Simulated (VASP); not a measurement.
# NaF in VASP: notebook, part 2 of 2

VASP 6.6.1. Earlier steps stand in the parts before.

## (3) Electric field gradients, LDA (equal xx and yy strain of +1 %)

INCAR

```
  ALGO = Normal
  EDIFF = 1E-8
  ENCUT = 520
  GGA = CA
  ISIF = 2
  ISMEAR = -1
  LASPH = T
  LCHARG = F
  LEFG = T
  LREAL = F
  LWAVE = F
  NBANDS = 14
  NELM = 100
  PREC = Accurate
  SIGMA = 0.02
```

KPOINTS

```
k-points
0
Gamma
  10 10 10
```

POSCAR

```
NaF
1.0
    0.0000000000      2.3465330000      2.3233000000
    2.3465330000      0.0000000000      2.3233000000
    2.3465330000      2.3465330000      0.0000000000
Na F
1 1
Direct
    0.0000000000      0.0000000000      0.0000000000
    0.5000000000      0.5000000000      0.5000000000
```

Potentials or basis: VASP PAW LDA potentials, release 64 (Na_pv, F).

Started as:

```bash
> cat potpaw_LDA.64/Na_pv/POTCAR potpaw_LDA.64/F/POTCAR > POTCAR
> mpirun -np 1 vasp_std > vasp.out
```

OUTCAR:

```text
EDIFF = 1E-8
   ENCUT = 520
   GGA = CA
   ISIF = 2
   ISMEAR = -1
   LASPH = T
   LREAL = F
   NELM = 100
   PREC = Accurate

 ion  position               nearest neighbor table
   1  0.000  0.000  0.000-   2 2.32   2 2.32   2 2.35   2 2.35   2 2.35   2 2.35
   2  0.500  0.500  0.500-   1 2.32   1 2.32   1 2.35   1 2.35   1 2.35   1 2.35

  LATTYP: Found a body centered tetragonal cell.
 ALAT       =     3.3184987932
 C/A-ratio  =     1.4002114479

  Lattice vectors:

 A1 = (   0.0000000000,  -2.3465330000,  -2.3233000000)
 A2 = (   0.0000000000,   2.3465330000,  -2.3233000000)
 A3 = (   2.3465330000,   0.0000000000,   2.3233000000)

Analysis of symmetry for initial positions (statically):
=====================================================================
 Subroutine PRICEL returns:
 Original cell was already a primitive cell.

 Routine SETGRP: Setting up the symmetry group for a
 body centered tetragonal supercell.

 Subroutine GETGRP returns: Found 16 space group operations
 (whereof 16 operations were pure point group operations)
 out of a pool of 16 trial point group operations.

The static configuration has the point symmetry D_4h.

Analysis of symmetry for dynamics (positions and initial velocities):
=====================================================================
 Subroutine PRICEL returns:
 Original cell was already a primitive cell.

 Routine SETGRP: Setting up the symmetry group for a
 body centered tetragonal supercell.

 Subroutine GETGRP returns: Found 16 space group operations
[... 552 lines left out ...]
      2     -21.5196      2.00000
      3     -21.5139      2.00000
      4     -20.8507      2.00000
      5      -3.8147      2.00000
      6      -3.0201      2.00000
      7      -2.9659      2.00000
      8       7.4090      0.00000
      9      10.5951      0.00000
     10      13.4926      0.00000
     11      16.1638      0.00000
     12      16.1717      0.00000
     13      21.9975      0.00000
     14      23.1513      0.00000

 [... further k-points ...]

------------------------ aborting loop because EDIFF is reached ----------------------------------------

  FORCE on cell =-STRESS in cart. coord.  units (eV):
  Direction    XX          YY          ZZ          XY          YZ          ZX
  --------------------------------------------------------------------------------------
  -------------------------------------------------------------------------------------
  Total       -0.8990462     -0.8990462     -0.8081566      0.0000000     -0.0000000     -0.0000000
  in kB      -56.2994269    -56.2994269    -50.6078050      0.0000000     -0.0000000     -0.0000000
  external PRESSURE =     -54.4022196 kB  Pullay stress =       0.0000000 kB

 VOLUME and BASIS-vectors are now :
 -----------------------------------------------------------------------------
  energy-cutoff  :      520.00
  volume of cell :       25.59
      direct lattice vectors                 reciprocal lattice vectors
     0.000000000  2.346533000  2.323300000    -0.213080319  0.213080319  0.215211122
     2.346533000  0.000000000  2.323300000     0.213080319 -0.213080319  0.215211122
     2.346533000  2.346533000  0.000000000     0.213080319  0.213080319 -0.215211122

 POSITION                                       TOTAL-FORCE (eV/Angst)
 -----------------------------------------------------------------------------------
      0.00000      0.00000      0.00000         0.000000     -0.000000      0.000000
      2.34653      2.34653      2.32330        -0.000000      0.000000      0.000000
 -----------------------------------------------------------------------------------
    total drift:                                0.000000      0.000000      0.000000

  FREE ENERGIE OF THE ION-ELECTRON SYSTEM (eV)
  ---------------------------------------------------
  free  energy   TOTEN  =        -9.2842543087 eV

  energy  without entropy=       -9.2842543087  energy(sigma->0) =       -9.28425431

 Electric field gradients (V/A^2)
---------------------------------------------------------------------
 ion       V_xx      V_yy      V_zz      V_xy      V_xz      V_yz
---------------------------------------------------------------------
   1       0.696     0.696    -1.391     0.001     0.002     0.002
   2       0.354     0.354    -0.708     0.001     0.001     0.001
---------------------------------------------------------------------

 Electric field gradients after diagonalization (V/A^2)
 (convention: |V_zz| > |V_xx| > |V_yy|)
----------------------------------------------------------------------
 ion       V_xx      V_yy      V_zz     asymmetry (V_yy - V_xx)/ V_zz
----------------------------------------------------------------------
   1       0.697     0.694    -1.391       0.002
   2       0.355     0.354    -0.708       0.001
----------------------------------------------------------------------

           NMR quadrupolar parameters

 Cq : quadrupolar parameter    Cq=e*Q*V_zz/h
 eta: asymmetry parameters     (V_yy - V_xx)/ V_zz
 Q  : nuclear electric quadrupole moment in mb (millibarn)
----------------------------------------------------------------------
 ion       Cq(MHz)       eta       Q (mb)
----------------------------------------------------------------------
   1      -0.003       0.002       1.000
   2      -0.002       0.001       1.000
----------------------------------------------------------------------
```

Run time: 1.7 min. Hardware: 1 thread of AMD EPYC 7R13, shared host; peak memory 0.12 GiB.

Results:

| Property | Result |
| --- | --- |
| Free energy | -9.2843 eV |
| Pressure | -5.4 GPa |
| Band gap on the k mesh | 5.81 eV, direct |

Levels at points of the mesh, in eV from the valence-band top:
```csv
k point,band 3,band 4,band 5,band 6,band 7,band 8,band 9,band 10,band 11,band 12
"(0.00, 0.00, 0.00)",-18.84,-18.71,0.00,0.00,0.00,5.81,18.32,18.32,18.39,21.09
"(0.50, 0.00, 0.00)",-18.85,-17.88,-1.60,-0.25,-0.25,10.22,11.86,19.28,19.46,22.06
"(0.50, 0.50, 0.00)",-18.90,-18.46,-1.28,-0.42,-0.42,12.61,12.69,13.00,18.89,18.89
"(0.50, 0.00, 0.50)",-18.89,-18.46,-1.29,-0.41,-0.39,12.48,12.78,12.96,18.96,19.05
```

Electric field gradients, principal values (V/Å²):
| atom | least | middle | greatest (by size) |
| --- | --- | --- | --- |
| 1 Na | 0.694 | 0.697 | -1.391 |
| 2 F | 0.354 | 0.355 | -0.708 |

Caveat: the cell differs from its parent crystal (equal xx and yy strain of +1 %); without QUAD_EFG the Cq values of the log hold for a quadrupole moment of 1 mb, not for the nuclei. A k mesh can miss the band edges.
